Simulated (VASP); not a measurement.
# Fe (P6_3/mmc) in VASP: further runs

The runs below take Fe through single point, with r2SCAN+D4, LDA, revPBE.

Program: VASP 6.6.1. These are calculated values, not measurements. Logs are shortened: lines on timing, memory, paths and dates and some standing lists are left out, and cuts for length are marked.

### 1 The cell of the first run

It takes space group P6_3/mmc (No. 194, hexagonal). Conventional cell: a = 2.466 Å, b = 2.466 Å, c = 3.892 Å, α = 90.00°, β = 90.00°, γ = 120.00°. Fe (site symmetry -6m2) has 12 Fe at 2.41 to 2.47 Å within 3.2 Å.

### 2 Single point, r2SCAN+D4, collinear spin, ferromagnetic start

Contents of POSCAR:

```
Fe
1.0
    2.4661896479      0.0000000000      0.0000000000
   -1.2330948240      2.1357828857      0.0000000000
    0.0000000000      0.0000000000      3.8924920371
Fe
2
Direct
    0.6666666667      0.3333333333      0.7500000000
    0.3333333333      0.6666666667      0.2500000000
```

Contents of INCAR.step1:

```
SYSTEM = Fe
ALGO = Normal ; EDIFF = 1E-4
ENCUT = 520 ; GGA = PE
ISMEAR = -1 ; ISPIN = 2
LASPH = .TRUE. ; LCHARG = .FALSE.
LMAXMIX = 4 ; LREAL = .FALSE.
LWAVE = .TRUE. ; MAGMOM = 3 3
NBANDS = 19 ; NELM = 150
PREC = Accurate ; SIGMA = 0.05
```

Contents of INCAR.step2:

```
SYSTEM = Fe
ALGO = Normal ; EDIFF = 1E-6
ENCUT = 520 ; ISIF = 2
ISMEAR = -1 ; ISPIN = 2
ISTART = 1 ; IVDW = 13
LASPH = .TRUE. ; LCHARG = .TRUE.
LELF = .TRUE. ; LMAXMIX = 4
LMIXTAU = .TRUE. ; LORBIT = 11
LREAL = .FALSE. ; LVHAR = .TRUE.
LWAVE = .FALSE. ; MAGMOM = 3 3
METAGGA = R2SCAN ; NBANDS = 19
NELM = 150 ; PREC = Accurate
SIGMA = 0.05 ; VDW_A1 = 0.51559235
VDW_A2 = 5.77342911 ; VDW_S6 = 1.0
VDW_S8 = 0.6018749
```

Contents of KPOINTS:

```
k-points
0
G
  12 12 7
  0 0 0
```

Potentials or basis: VASP PAW PBE potentials, release 64 (Fe).

On the command line:

```sh
cat potpaw_PBE.64/Fe/POTCAR > POTCAR
cp INCAR.step1 INCAR
mpirun -np 1 vasp_std > vasp.out
cp INCAR.step2 INCAR
mpirun -np 1 vasp_std > vasp.out
```

OUTCAR:

```text
SYSTEM = Fe
   EDIFF = 1E-6
   ENCUT = 520
   ISIF = 2
   ISMEAR = -1
   ISPIN = 2
   ISTART = 1
   IVDW = 13
   LASPH = .TRUE.
   LORBIT = 11
   LREAL = .FALSE.
   METAGGA = R2SCAN
   NELM = 150
   PREC = Accurate

 ion  position               nearest neighbor table
   1  0.667  0.333  0.750-   2 2.41   2 2.41   2 2.41   2 2.41   2 2.41   2 2.41
   2  0.333  0.667  0.250-   1 2.41   1 2.41   1 2.41   1 2.41   1 2.41   1 2.41

  LATTYP: Found a hexagonal cell.
 ALAT       =     2.4661896479
 C/A-ratio  =     1.5783425417

  Lattice vectors:

 A1 = (   2.4661896479,   0.0000000000,   0.0000000000)
 A2 = (  -1.2330948240,   2.1357828857,   0.0000000000)
 A3 = (   0.0000000000,   0.0000000000,   3.8924920371)

Analysis of symmetry for initial positions (statically):
=====================================================================
 Subroutine PRICEL returns:
 Original cell was already a primitive cell.

 Routine SETGRP: Setting up the symmetry group for a
 hexagonal supercell.

 Subroutine GETGRP returns: Found 24 space group operations
 (whereof 12 operations were pure point group operations)
 out of a pool of 24 trial point group operations.

The static configuration has the point symmetry D_3d.
 The point group associated with its full space group is D_6h.

Analysis of symmetry for dynamics (positions and initial velocities):
=====================================================================
 Subroutine PRICEL returns:
 Original cell was already a primitive cell.

 Routine SETGRP: Setting up the symmetry group for a
 hexagonal supercell.

 Subroutine GETGRP returns: Found 24 space group operations
 (whereof 12 operations were pure point group operations)
 out of a pool of 24 trial point group operations.

The dynamic configuration has the point symmetry D_3d.
 The point group associated with its full space group is D_6h.

Analysis of structural, dynamic, and magnetic symmetry:
=====================================================================
 Subroutine PRICEL returns:
 Original cell was already a primitive cell.

 Routine SETGRP: Setting up the symmetry group for a
 hexagonal supercell.

 Subroutine GETGRP returns: Found 24 space group operations
 (whereof 12 operations were pure point group operations)
 out of a pool of 24 trial point group operations.

The overall configuration has the point symmetry D_3d.
 The point group associated with its full space group is D_6h.

 Subroutine INISYM returns: Found 24 space group operations
 (whereof 12 operations are pure point group operations),
 and found     1 'primitive' translations

----------------------------------------------------------------------------------------

                                     Primitive cell

  volume of cell :      20.5027

  direct lattice vectors                    reciprocal lattice vectors
     2.466189648  0.000000000  0.000000000     0.405483820  0.234106193  0.000000000
    -1.233094824  2.135782886  0.000000000     0.000000000  0.468212386  0.000000000
     0.000000000  0.000000000  3.892492037     0.000000000  0.000000000  0.256904829

  length of vectors
     2.466189648  2.466189648  3.892492037     0.468212386  0.468212386  0.256904829

  position of ions in fractional coordinates (direct lattice)
     0.666666667  0.333333333  0.750000000
     0.333333333  0.666666667  0.250000000

  ion indices of the primitive-cell ions
   primitive index   ion index
                 1           1
                 2           2

----------------------------------------------------------------------------------------

 KPOINTS: k-points

Automatic generation of k-mesh.
 Grid dimensions read from file:
 generate k-points for:   12   12    7

 Generating k-lattice:

  Cartesian coordinates                     Fractional coordinates (reciprocal lattice)
     0.033790318  0.019508849  0.000000000     0.083333333  0.000000000  0.000000000
     0.000000000  0.039017699  0.000000000     0.000000000  0.083333333  0.000000000
     0.000000000  0.000000000  0.036700690     0.000000000  0.000000000  0.142857143

  Length of vectors
     0.039017699  0.039017699  0.036700690

  Shift w.r.t. Gamma in fractional coordinates (k-lattice)
     0.000000000  0.000000000  0.000000000

 Subroutine IBZKPT returns following result:
 ===========================================

 Found     76 irreducible k-points:

 Following reciprocal coordinates:
            Coordinates               Weight
  0.000000  0.000000  0.000000      1.000000
  0.083333  0.000000  0.000000      6.000000
  0.166667  0.000000  0.000000      6.000000
  0.250000  0.000000  0.000000      6.000000
  0.333333 -0.000000  0.000000      6.000000
  0.416667  0.000000  0.000000      6.000000
[... 16 lines left out ...]
  0.250000  0.000000  0.142857     12.000000
  0.333333 -0.000000  0.142857     12.000000
 [... further k-points ...]
   k-points           NKPTS =     76   k-points in BZ     NKDIM =     76   number of bands    NBANDS=     19
   number of dos      NEDOS =    301   number of ions     NIONS =      2
   total plane-waves  NPLWV =   9720
   dimension x,y,z NGX =    18 NGY =   18 NGZ =   30
   dimension x,y,z NGXF=    36 NGYF=   36 NGZF=   60
   ions per type =               2
   NGX,Y,Z   is equivalent  to a cutoff of  12.13, 12.13, 12.81 a.u.
   NGXF,Y,Z  is equivalent  to a cutoff of  24.27, 24.27, 25.63 a.u.
 SYSTEM =  Fe
   PREC   = accura    normal or accurate (medium, high low for compatibility)
   ISTART =      1    job   : 0-new  1-cont  2-samecut
   ICHARG =      0    charge: 1-file 2-atom 10-const
   ISPIN  =      2    spin polarized calculation?
   LNONCOLLINEAR =      F non collinear calculations
   LSORBIT =      F    spin-orbit coupling
   LASPH  =      T    aspherical Exc in radial PAW
   ENCUT  =  520.0 eV  38.22 Ry    6.18 a.u.   4.59  4.59  7.24*2*pi/ulx,y,z
   NELM   =    150;   NELMIN=  2; NELMDL=  0     # of ELM steps
   EDIFF  = 0.1E-05   stopping-criterion for ELM
   LREAL  =      F    real-space projection
   EDIFFG = 0.1E-04   stopping-criterion for IOM
   NSW    =      0    number of steps for IOM
   IBRION =     -1    ionic relax: 0-MD 1-quasi-New 2-CG
   NFREE  =      0    steps in history (QN), initial steepest desc. (CG)
   ISIF   =      2    stress and relaxation
   ISYM   =      2    0-nonsym 1-usesym 2-fastsym
   POTIM  = 0.5000    time-step for ionic-motion
   TEBEG  =    0.0;   TEEND  =   0.0 temperature during run
   PSTRESS=    0.0 pullay stress
   NELECT =      16.0000    total number of electrons
   NUPDOWN=      -1.0000    fix difference up-down
   EMIN   =  10.00;   EMAX   =-10.00  energy-range for DOS
   EFERMI =   0.00;   METHOD = LEGACY
   ISMEAR =    -1;   SIGMA  =   0.05  broadening in eV -4-tet -1-fermi 0-gaus
   EFERMI_NEDOS =   21; number of points for ismear=-14 and -15
   IALGO  =     38    algorithm
   IMIX   =      4    mixing-type and parameters
     AMIX     =   0.40;   BMIX     =  1.00
     AMIX_MAG =   1.60;   BMIX_MAG =  1.00
  volume/ion in A,a.u.               =      10.25        69.18
  Fermi-wavevector in a.u.,A,eV,Ry     =   1.507224  2.848240 30.908673  2.271723
  Thomas-Fermi vector in A             =   2.617838
   LORBIT       =     11    0 simple, 1 ext, 2 COOP (PROOUT), +10 PAW based schemes
   METAGGA = R2SCAN    functional components
   LHFCALC =     F    Hartree Fock is set to
   AEXX    =    0.0000 exact exchange contribution
   IVDW    =    13    specifies the selected vdW correction
   LEPSILON=     F    determine dielectric tensor
   LRPA    =     F    only Hartree local field effects (RPA)
 spin polarized calculation
  energy-cutoff  :      520.00
  volume of cell :       20.50
 maximum number of plane-waves:       573
   NGX =  9   NGY =  9   NGZ = 15

 number of electron      16.0000003 magnetization       0.0032379

 Free energy of the ion-electron system (eV)
  ---------------------------------------------------
  ext. energy  EPLUGINS =         0.00000000
  ---------------------------------------------------
  free energy    TOTEN  =       -27.36944529 eV

  energy without entropy =      -27.34903042  energy(sigma->0) =      -27.35923786

 E-fermi :   6.7088     XC(G=0): -14.9990

 val. band max:        6.7080562538   @ k =   0.4167   0.0833   0.4286
 cond. band min:       6.7099907075   @ k =   0.4167   0.0833   0.4286
 fundamental gap:      0.0019344537
 Fermi energy:         6.7088064475

 spin component 1

 k-point     1 :       0.0000    0.0000    0.0000
  band No.  band energies     occupation
      1      -2.6814      1.00000
      2       1.5860      1.00000
      3       5.0115      1.00000
      4       5.0116      1.00000
      5       5.1618      1.00000
      6       5.4862      1.00000
[... 11 lines left out ...]
     18      34.4019      0.00000
     19      34.7419      0.00000

 k-point     2 :       0.0833    0.0000    0.0000
  band No.  band energies     occupation
      1      -2.4144      1.00000
      2       1.7562      1.00000
      3       4.7113      1.00000
      4       5.1592      1.00000
      5       5.3748      1.00000
      6       5.4434      1.00000
[... 11 lines left out ...]
     18      34.4679      0.00000
     19      35.9216      0.00000

 k-point     3 :       0.1667    0.0000    0.0000
  band No.  band energies     occupation
      1      -1.6458      1.00000
      2       2.1782      1.00000
      3       4.2825      1.00000
      4       4.5453      1.00000
      5       5.2103      1.00000
      6       5.4699      1.00000
[... 434 lines left out ...]
      1      -0.3121      1.00000
      2       2.5895      1.00000
      3       3.4683      1.00000
      4       4.0125      1.00000
      5       4.9211      1.00000
      6       5.2141      1.00000
[... 11 lines left out ...]
     18      32.4006      0.00000
     19      34.9727      0.00000

 k-point    24 :       0.3333   -0.0000    0.1429
  band No.  band energies     occupation
      1       0.8629      1.00000
      2       2.5156      1.00000
      3       2.9594      1.00000
      4       3.9043      1.00000
      5       5.0122      1.00000
      6       5.0738      1.00000
[... 11 lines left out ...]
     18      31.5409      0.00000
     19      33.0227      0.00000

 [... further k-points ...]

 spin component 2

 k-point     1 :       0.0000    0.0000    0.0000
  band No.  band energies     occupation
      1      -2.6819      1.00000
      2       1.5867      1.00000
      3       5.0138      1.00000
      4       5.0138      1.00000
      5       5.1633      1.00000
      6       5.4885      1.00000
[... 11 lines left out ...]
     18      34.4015      0.00000
     19      34.7426      0.00000

 k-point     2 :       0.0833    0.0000    0.0000
  band No.  band energies     occupation
      1      -2.4149      1.00000
      2       1.7569      1.00000
      3       4.7133      1.00000
      4       5.1614      1.00000
      5       5.3768      1.00000
      6       5.4455      1.00000
[... 11 lines left out ...]
     18      34.4680      0.00000
     19      35.9216      0.00000

 k-point     3 :       0.1667    0.0000    0.0000
  band No.  band energies     occupation
      1      -1.6463      1.00000
      2       2.1790      1.00000
      3       4.2843      1.00000
      4       4.5469      1.00000
      5       5.2125      1.00000
      6       5.4726      1.00000
[... 434 lines left out ...]
      1      -0.3124      1.00000
      2       2.5905      1.00000
      3       3.4698      1.00000
      4       4.0141      1.00000
      5       4.9231      1.00000
      6       5.2167      1.00000
[... 11 lines left out ...]
     18      32.4004      0.00000
     19      34.9737      0.00000

 k-point    24 :       0.3333   -0.0000    0.1429
  band No.  band energies     occupation
      1       0.8629      1.00000
      2       2.5169      1.00000
      3       2.9608      1.00000
      4       3.9057      1.00000
      5       5.0148      1.00000
      6       5.0754      1.00000
[... 11 lines left out ...]
     18      31.5407      0.00000
     19      33.0237      0.00000

 [... further k-points ...]

------------------------ aborting loop because EDIFF is reached ----------------------------------------

  DFT-D4 for vdW energy calculation

  Edisp (eV):   -0.26168

  FORCE on cell =-STRESS in cart. coord.  units (eV):
  Direction    XX          YY          ZZ          XY          YZ          ZX
  --------------------------------------------------------------------------------------
  -------------------------------------------------------------------------------------
  Total      -1.64102    -1.64102    -1.55490     0.00000    -0.00000     0.00000
  in kB    -128.23695  -128.23695  -121.50709     0.00000    -0.00000     0.00000
  external pressure =     -125.99 kB  Pullay stress =        0.00 kB

 VOLUME and BASIS-vectors are now :
 -----------------------------------------------------------------------------
  energy-cutoff  :      520.00
  volume of cell :       20.50
      direct lattice vectors                 reciprocal lattice vectors
     2.466189648  0.000000000  0.000000000     0.405483820  0.234106193  0.000000000
    -1.233094824  2.135782886  0.000000000     0.000000000  0.468212386  0.000000000
     0.000000000  0.000000000  3.892492037     0.000000000  0.000000000  0.256904829

 POSITION                                       TOTAL-FORCE (eV/Angst)
 -----------------------------------------------------------------------------------
      1.23309      0.71193      2.91937        -0.000000      0.000000      0.000000
     -0.00000      1.42386      0.97312         0.000000     -0.000000      0.000000
 -----------------------------------------------------------------------------------
    total drift:                                0.000000     -0.000000     -0.000000

  FREE ENERGIE OF THE ION-ELECTRON SYSTEM (eV)
  ---------------------------------------------------
  free  energy   TOTEN  =       -27.6311255131 eV

  energy  without entropy=      -27.6107106499  energy(sigma->0) =      -27.62091808

 total charge

# of ion       s       p       d       tot
------------------------------------------
    1        0.540   0.648   6.322   7.510
    2        0.540   0.648   6.322   7.510
--------------------------------------------------
tot          1.080   1.295  12.644  15.020

 magnetization (x)

# of ion       s       p       d       tot
------------------------------------------
    1       -0.000  -0.000   0.002   0.002
    2       -0.000  -0.000   0.002   0.002
--------------------------------------------------
tot         -0.000  -0.000   0.003   0.003
```

It took 96 s on 1 thread of Intel Xeon 6975P-C (Granite Rapids), shared host; peak memory 0.16 GiB.

Results:

```
Free energy                                           : -27.6311 eV
Pressure                                              : -12.6 GPa
Band gap on the k mesh                                : zero (filled and empty bands overlap)
Net moment                                            : 0.00 μB per cell
Valence electrons inside the program's atomic spheres : Fe 7.51
Dispersion energy per atom                            : -0.131 eV
```

Levels at points of the mesh, in eV from the Fermi level:
Spin up:
```tsv
k point	band 6	band 7	band 8	band 9	band 10	band 11
(0.00, 0.00, 0.00)	-1.22	-1.22	-0.90	-0.90	0.43	0.70
(0.50, 0.00, 0.00)	-1.60	-1.09	0.81	1.04	1.07	2.69
```
Spin down:
| k point | band 6 | band 7 | band 8 | band 9 | band 10 | band 11 |
| --- | --- | --- | --- | --- | --- | --- |
| (0.00, 0.00, 0.00) | -1.22 | -1.22 | -0.89 | -0.89 | 0.43 | 0.70 |
| (0.50, 0.00, 0.00) | -1.59 | -1.09 | 0.81 | 1.04 | 1.07 | 2.69 |

Caveat: the starting moments collapsed, and a magnetic state may lie lower; the PAW data sets were made with another functional, which shifts forces and pressure a little; pairwise dispersion overbinds metals, which lowers pressure and volume.

(Part 1 of 2 ends here.)
